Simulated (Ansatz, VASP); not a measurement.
# Two plane-wave programs on BeS

File INCAR:

```
PREC = Accurate
ENCUT = 520
EDIFF = 1E-8
ISMEAR = -1
SIGMA = 0.05
LREAL = F
LASPH = T
NELM = 80
ALGO = Normal
ISIF = 2
LWAVE = F
LCHARG = F
GGA = PE
LEFG = T
NBANDS = 11
```

File KPOINTS:

```
regular mesh
0
Gamma
  12 12 12
```

The input POSCAR:

```
BeS
1.0
    0.0000000000      2.4537967627      2.4537967627
    2.4537967627      0.0000000000      2.4537967627
    2.4537967627      2.4537967627      0.0000000000
Be S
1 1
Direct
    0.0000000000      0.0000000000      0.0000000000
    0.2500000000      0.2500000000      0.2500000000
```

Input for Ansatz:

```yaml
crystal:
  lattice:
    - [0.0, 2.4537967627, 2.4537967627]
    - [2.4537967627, 0.0, 2.4537967627]
    - [2.4537967627, 2.4537967627, 0.0]
  atoms:
    - { symbol: Be, position: [0.0, 0.0, 0.0] }
    - { symbol: S, position: [0.25, 0.25, 0.25] }
kpoints:
  mp_grid: { grid: [12, 12, 12] }
scf:
  occupations: { method: fermi_dirac, width: 0.05 }
hamiltonian:
  xc: pbe
  pseudopotentials: { kind: paw }
output:
  forces: true
  stress: true
  eigenvalues: true
  efg: { contact_densities: true }
```

Change from the starting cell: volume scaled by 1.02, PAW files.

Alike in both runs: task electric field gradients; functional PBE; k mesh 12 × 12 × 12; occupations fermi-dirac, width 0.05 eV; no spin polarisation.

```csv
,VASP,Ansatz
version,VASP 6.6.1,Ansatz 0.2.0
potentials or method,"VASP PAW PBE potentials, release 64 (Be, S)","PAW with Ansatz's default frozen-core files, scalar-relativistic"
plane-wave cutoff (eV),520,420
valence electrons in the cell,8,8
```

```tsv
	VASP	Ansatz	Ansatz less VASP
gap on the k mesh at the Fermi level (eV)	3.19	3.19	-0.001
pressure (GPa)	-1.7	-1.7	-0.01
```
